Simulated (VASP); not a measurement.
# Ca2Al2O (P4/mmm) in VASP: single point with PBE

Aim: the single point of Ca2Al2O with PBE.

Program: VASP 6.6.1. These are calculated values, not measurements. Logs are shortened: lines on timing, memory, paths and dates and some standing lists are left out, and cuts for length are marked.

## (1) The cell of the first run

Symmetry: P4/mmm, No. 123, tetragonal system. The conventional cell has a = 4.433 Å, b = 4.433 Å, c = 6.553 Å, α = 90.00°, β = 90.00°, γ = 90.00°. Ca (site symmetry mmm) has 2 O at 2.22 Å within 2.9 Å. Within 4.1 Å of Al (site symmetry mmm) lie 4 Al at 3.13 Å and 2 Ca at 3.28 Å and 4 O at 3.96 Å. Within 2.9 Å of O (site symmetry 4/mmm) lie 4 Ca at 2.22 Å.

The cell was generated, and may not be a known phase.

## (2) Single point, PBE, collinear spin, ferromagnetic start

File INCAR:

```
SYSTEM = Ca2Al2O
ALGO = Normal
EDIFF = 1E-6
ENCUT = 600
GGA = PE
GGA_COMPAT = .FALSE.
ISIF = 2
ISMEAR = 0
ISPIN = 2
LASPH = .TRUE.
LCHARG = .FALSE.
LORBIT = 11
LREAL = .FALSE.
LWAVE = .FALSE.
MAGMOM = 0 0 0 0 1
NBANDS = 28
NELM = 200
PREC = Accurate
SIGMA = 0.1
```

File KPOINTS:

```
k-points
0
G
  4 4 4
  0 0 0
```

File POSCAR:

```
Ca2Al2O
1.0
    4.4334126167      0.0000000000      0.0000000000
    0.0000000000      4.4334126167      0.0000000000
    0.0000000000      0.0000000000      6.5526522718
Ca Al O
2 2 1
Direct
    0.5000000000      0.0000000000      0.0000000000
    0.0000000000      0.5000000000      0.0000000000
    0.5000000000      0.0000000000      0.5000000000
    0.0000000000      0.5000000000      0.5000000000
    0.5000000000      0.5000000000      0.0000000000
```

Potentials or basis: VASP PAW PBE potentials, release 64 (Ca_sv, Al, O).

Launch:

```console
cat potpaw_PBE.64/Ca_sv/POTCAR potpaw_PBE.64/Al/POTCAR potpaw_PBE.64/O/POTCAR > POTCAR
mpirun -np 1 vasp_std > vasp.out
```

OUTCAR:

```text
SYSTEM = Ca2Al2O
   EDIFF = 1E-6
   ENCUT = 600
   GGA = PE
   ISIF = 2
   ISMEAR = 0
   ISPIN = 2
   LASPH = .TRUE.
   LORBIT = 11
   LREAL = .FALSE.
   NELM = 200
   PREC = Accurate

 ion  position               nearest neighbor table
   1  0.500  0.000  0.000-   5 2.22   5 2.22   2 3.13   2 3.13   2 3.13   2 3.13
   2  0.000  0.500  0.000-   5 2.22   5 2.22   1 3.13   1 3.13   1 3.13   1 3.13
   3  0.500  0.000  0.500-   4 3.13   4 3.13   4 3.13   4 3.13
   4  0.000  0.500  0.500-   3 3.13   3 3.13   3 3.13   3 3.13
   5  0.500  0.500  0.000-   1 2.22   2 2.22   1 2.22   2 2.22

  LATTYP: Found a simple tetragonal cell.
 ALAT       =     4.4334126167
 C/A-ratio  =     1.4780154338

  Lattice vectors:

 A1 = (   4.4334126167,   0.0000000000,   0.0000000000)
 A2 = (   0.0000000000,   4.4334126167,   0.0000000000)
 A3 = (   0.0000000000,   0.0000000000,   6.5526522718)

Analysis of symmetry for initial positions (statically):
=====================================================================
 Subroutine PRICEL returns:
 Original cell was already a primitive cell.

 Routine SETGRP: Setting up the symmetry group for a
 simple tetragonal supercell.

 Subroutine GETGRP returns: Found 16 space group operations
 (whereof 16 operations were pure point group operations)
 out of a pool of 16 trial point group operations.

The static configuration has the point symmetry D_4h.

Analysis of symmetry for dynamics (positions and initial velocities):
=====================================================================
 Subroutine PRICEL returns:
 Original cell was already a primitive cell.

 Routine SETGRP: Setting up the symmetry group for a
 simple tetragonal supercell.

 Subroutine GETGRP returns: Found 16 space group operations
 (whereof 16 operations were pure point group operations)
 out of a pool of 16 trial point group operations.

The dynamic configuration has the point symmetry D_4h.

Analysis of structural, dynamic, and magnetic symmetry:
=====================================================================
 Subroutine PRICEL returns:
 Original cell was already a primitive cell.

 Routine SETGRP: Setting up the symmetry group for a
 simple tetragonal supercell.

 Subroutine GETGRP returns: Found 16 space group operations
 (whereof 16 operations were pure point group operations)
 out of a pool of 16 trial point group operations.

The overall configuration has the point symmetry D_4h.

 Subroutine INISYM returns: Found 16 space group operations
 (whereof 16 operations are pure point group operations),
 and found     1 'primitive' translations

----------------------------------------------------------------------------------------

                                     Primitive cell

  volume of cell :     128.7933

  direct lattice vectors                    reciprocal lattice vectors
     4.433412617  0.000000000  0.000000000     0.225559876  0.000000000  0.000000000
     0.000000000  4.433412617  0.000000000     0.000000000  0.225559876  0.000000000
     0.000000000  0.000000000  6.552652272     0.000000000  0.000000000  0.152609960

  length of vectors
     4.433412617  4.433412617  6.552652272     0.225559876  0.225559876  0.152609960

  position of ions in fractional coordinates (direct lattice)
     0.500000000  0.000000000  0.000000000
     0.000000000  0.500000000  0.000000000
     0.500000000  0.000000000  0.500000000
     0.000000000  0.500000000  0.500000000
     0.500000000  0.500000000  0.000000000

  ion indices of the primitive-cell ions
   primitive index   ion index
                 1           1
                 2           2
                 3           3
                 4           4
                 5           5

----------------------------------------------------------------------------------------

 KPOINTS: k-points

Automatic generation of k-mesh.
 Grid dimensions read from file:
 generate k-points for:    4    4    4

 Generating k-lattice:

  Cartesian coordinates                     Fractional coordinates (reciprocal lattice)
     0.056389969  0.000000000  0.000000000     0.250000000  0.000000000  0.000000000
     0.000000000  0.056389969  0.000000000     0.000000000  0.250000000  0.000000000
     0.000000000  0.000000000  0.038152490     0.000000000  0.000000000  0.250000000

  Length of vectors
     0.056389969  0.056389969  0.038152490

  Shift w.r.t. Gamma in fractional coordinates (k-lattice)
     0.000000000  0.000000000  0.000000000

 Subroutine IBZKPT returns following result:
 ===========================================

 Found     18 irreducible k-points:

 Following reciprocal coordinates:
            Coordinates               Weight
  0.000000  0.000000  0.000000      1.000000
  0.250000  0.000000  0.000000      4.000000
  0.500000  0.000000  0.000000      2.000000
  0.250000  0.250000  0.000000      4.000000
  0.500000  0.250000  0.000000      4.000000
  0.500000  0.500000  0.000000      1.000000
[... 10 lines left out ...]
  0.500000  0.250000  0.500000      4.000000
  0.500000  0.500000  0.500000      1.000000
   k-points           NKPTS =     18   k-points in BZ     NKDIM =     18   number of bands    NBANDS=     28
   number of dos      NEDOS =    301   number of ions     NIONS =      5
   total plane-waves  NPLWV =  69984
   dimension x,y,z NGX =    36 NGY =   36 NGZ =   54
   dimension x,y,z NGXF=    72 NGYF=   72 NGZF=  108
   ions per type =               2   2   1
   NGX,Y,Z   is equivalent  to a cutoff of  13.50, 13.50, 13.70 a.u.
   NGXF,Y,Z  is equivalent  to a cutoff of  27.00, 27.00, 27.40 a.u.
 SYSTEM =  Ca2Al2O
   PREC   = accura    normal or accurate (medium, high low for compatibility)
   ISTART =      0    job   : 0-new  1-cont  2-samecut
   ICHARG =      2    charge: 1-file 2-atom 10-const
   ISPIN  =      2    spin polarized calculation?
   LNONCOLLINEAR =      F non collinear calculations
   LSORBIT =      F    spin-orbit coupling
   LASPH  =      T    aspherical Exc in radial PAW
   ENCUT  =  600.0 eV  44.10 Ry    6.64 a.u.   8.85  8.85 13.09*2*pi/ulx,y,z
   NELM   =    200;   NELMIN=  2; NELMDL= -5     # of ELM steps
   EDIFF  = 0.1E-05   stopping-criterion for ELM
   LREAL  =      F    real-space projection
   EDIFFG = 0.1E-04   stopping-criterion for IOM
   NSW    =      0    number of steps for IOM
   IBRION =     -1    ionic relax: 0-MD 1-quasi-New 2-CG
   NFREE  =      0    steps in history (QN), initial steepest desc. (CG)
   ISIF   =      2    stress and relaxation
   ISYM   =      2    0-nonsym 1-usesym 2-fastsym
   POTIM  = 0.5000    time-step for ionic-motion
   TEBEG  =    0.0;   TEEND  =   0.0 temperature during run
   PSTRESS=    0.0 pullay stress
   NELECT =      32.0000    total number of electrons
   NUPDOWN=      -1.0000    fix difference up-down
   EMIN   =  10.00;   EMAX   =-10.00  energy-range for DOS
   EFERMI =   0.00;   METHOD = LEGACY
   ISMEAR =     0;   SIGMA  =   0.10  broadening in eV -4-tet -1-fermi 0-gaus
   EFERMI_NEDOS =   21; number of points for ismear=-14 and -15
   IALGO  =     38    algorithm
   IMIX   =      4    mixing-type and parameters
     AMIX     =   0.40;   BMIX     =  1.00
     AMIX_MAG =   1.60;   BMIX_MAG =  1.00
  volume/ion in A,a.u.               =      25.76       173.83
  Fermi-wavevector in a.u.,A,eV,Ry     =   1.029186  1.944879 14.411602  1.059223
  Thomas-Fermi vector in A             =   2.163220
   LORBIT       =     11    0 simple, 1 ext, 2 COOP (PROOUT), +10 PAW based schemes
   GGA     = PE    functional components
   LHFCALC =     F    Hartree Fock is set to
   AEXX    =    0.0000 exact exchange contribution
   IVDW    =     0    specifies the selected vdW correction
   LEPSILON=     F    determine dielectric tensor
   LRPA    =     F    only Hartree local field effects (RPA)
 spin polarized calculation
 Gauss-broadening in eV      SIGMA  =   0.10
  energy-cutoff  :      600.00
  volume of cell :      128.79
 maximum number of plane-waves:      4352
 NGX is ok and might be reduce to    36
   NGX = 17   NGY = 17   NGZ = 27

 number of electron      31.9999995 magnetization       0.0003573

 number of electron      31.9999995 magnetization      -0.0000426

 Free energy of the ion-electron system (eV)
  ---------------------------------------------------
  ext. energy  EPLUGINS =         0.00000000
  ---------------------------------------------------
  free energy    TOTEN  =       -19.05585064 eV

  energy without entropy =      -19.04472139  energy(sigma->0) =      -19.05028602

 E-fermi :   2.8639     XC(G=0):  -8.4886

 val. band max:        2.8285956021   @ k =   0.5000   0.2500   0.5000
 cond. band min:       2.9680851450   @ k =   0.2500   0.2500   0.0000
 fundamental gap:      0.1394895429
 Fermi energy:         2.8639466847

 spin component 1

 k-point     1 :       0.0000    0.0000    0.0000
  band No.  band energies     occupation
      1     -38.0588      1.00000
      2     -37.9075      1.00000
      3     -19.3951      1.00000
      4     -19.3951      1.00000
      5     -19.1339      1.00000
      6     -18.9871      1.00000
[... 20 lines left out ...]
     27       8.1288      0.00000
     28       8.7263      0.00000

 k-point     2 :       0.2500    0.0000    0.0000
  band No.  band energies     occupation
      1     -38.0360      1.00000
      2     -37.9289      1.00000
      3     -19.3829      1.00000
      4     -19.3304      1.00000
      5     -19.1111      1.00000
      6     -19.0073      1.00000
[... 488 lines left out ...]
 k-point    18 :       0.5000    0.5000    0.5000
  band No.  band energies     occupation
      1     -37.9795      1.00000
      2     -37.9795      1.00000
      3     -19.8905      1.00000
      4     -19.5761      1.00000
      5     -19.0549      1.00000
      6     -19.0549      1.00000
[... 20 lines left out ...]
     27       9.3637      0.00000
     28       9.3689      0.00000
 Fermi energy:         2.8639466847

 spin component 2

 k-point     1 :       0.0000    0.0000    0.0000
  band No.  band energies     occupation
      1     -38.0588      1.00000
      2     -37.9075      1.00000
      3     -19.3951      1.00000
      4     -19.3951      1.00000
      5     -19.1339      1.00000
      6     -18.9871      1.00000
[... 20 lines left out ...]
     27       8.1288      0.00000
     28       8.7261      0.00000

 k-point     2 :       0.2500    0.0000    0.0000
  band No.  band energies     occupation
      1     -38.0360      1.00000
      2     -37.9289      1.00000
      3     -19.3829      1.00000
      4     -19.3304      1.00000
      5     -19.1112      1.00000
      6     -19.0073      1.00000
[... 488 lines left out ...]
 k-point    18 :       0.5000    0.5000    0.5000
  band No.  band energies     occupation
      1     -37.9795      1.00000
      2     -37.9795      1.00000
      3     -19.8906      1.00000
      4     -19.5761      1.00000
      5     -19.0549      1.00000
      6     -19.0549      1.00000
[... 20 lines left out ...]
     27       9.3580      0.00000
     28       9.3689      0.00000

------------------------ aborting loop because EDIFF is reached ----------------------------------------

  FORCE on cell =-STRESS in cart. coord.  units (eV):
  Direction    XX          YY          ZZ          XY          YZ          ZX
  --------------------------------------------------------------------------------------
  -------------------------------------------------------------------------------------
  Total        0.1854638      0.1854638      0.0113030      0.0000000      0.0000000     -0.0000000
  in kB        2.3071522      2.3071522      0.1406077      0.0000000      0.0000000     -0.0000000
  external PRESSURE =       1.5849707 kB  Pullay stress =       0.0000000 kB

 VOLUME and BASIS-vectors are now :
 -----------------------------------------------------------------------------
  energy-cutoff  :      600.00
  volume of cell :      128.79
      direct lattice vectors                 reciprocal lattice vectors
     4.433412617  0.000000000  0.000000000     0.225559876  0.000000000  0.000000000
     0.000000000  4.433412617  0.000000000     0.000000000  0.225559876  0.000000000
     0.000000000  0.000000000  6.552652272     0.000000000  0.000000000  0.152609960

 POSITION                                       TOTAL-FORCE (eV/Angst)
 -----------------------------------------------------------------------------------
      2.21671      0.00000      0.00000         0.000000      0.000000      0.000000
      0.00000      2.21671      0.00000         0.000000      0.000000      0.000000
      2.21671      0.00000      3.27633         0.000000      0.000000      0.000000
      0.00000      2.21671      3.27633         0.000000      0.000000      0.000000
      2.21671      2.21671      0.00000         0.000000      0.000000      0.000000
 -----------------------------------------------------------------------------------
    total drift:                                0.000000      0.000000     -0.000000

  FREE ENERGIE OF THE ION-ELECTRON SYSTEM (eV)
  ---------------------------------------------------
  free  energy   TOTEN  =       -19.0558506419 eV

  energy  without entropy=      -19.0447213906  energy(sigma->0) =      -19.05028602

 total charge

# of ion       s       p       d       tot
------------------------------------------
    1        2.062   5.862   0.305   8.229
    2        2.062   5.862   0.305   8.229
    3        0.521   0.217   0.000   0.738
    4        0.521   0.217   0.000   0.738
    5        1.561   3.456   0.000   5.018
--------------------------------------------------
tot          6.728  15.613   0.609  22.950

 magnetization (x)

# of ion       s       p       d       tot
------------------------------------------
    1        0.000   0.000   0.000   0.000
    2        0.000   0.000   0.000   0.000
    3        0.000  -0.000   0.000  -0.000
    4        0.000  -0.000   0.000  -0.000
    5        0.000   0.000   0.000   0.000
--------------------------------------------------
tot          0.000   0.000   0.000   0.000
```

Run time: 2.6 min. Hardware: 1 thread of AMD EPYC 7R13 (Zen 3), shared host; peak memory 0.34 GiB.

What came out:

```
Free energy                                           : -19.0559 eV
Pressure                                              : 0.2 GPa
Band gap on the k mesh                                : zero (filled and empty bands overlap)
Net moment                                            : 0.00 μB per cell
Valence electrons inside the program's atomic spheres : Ca 8.23; Al 0.74; O 5.02
```

Stress tensor (GPa, compression positive):
```
0.23 0.00 0.00
0.00 0.23 0.00
0.00 0.00 0.01
```

The gap in the log of VASP goes by the Fermi energy; the results here count the filled bands.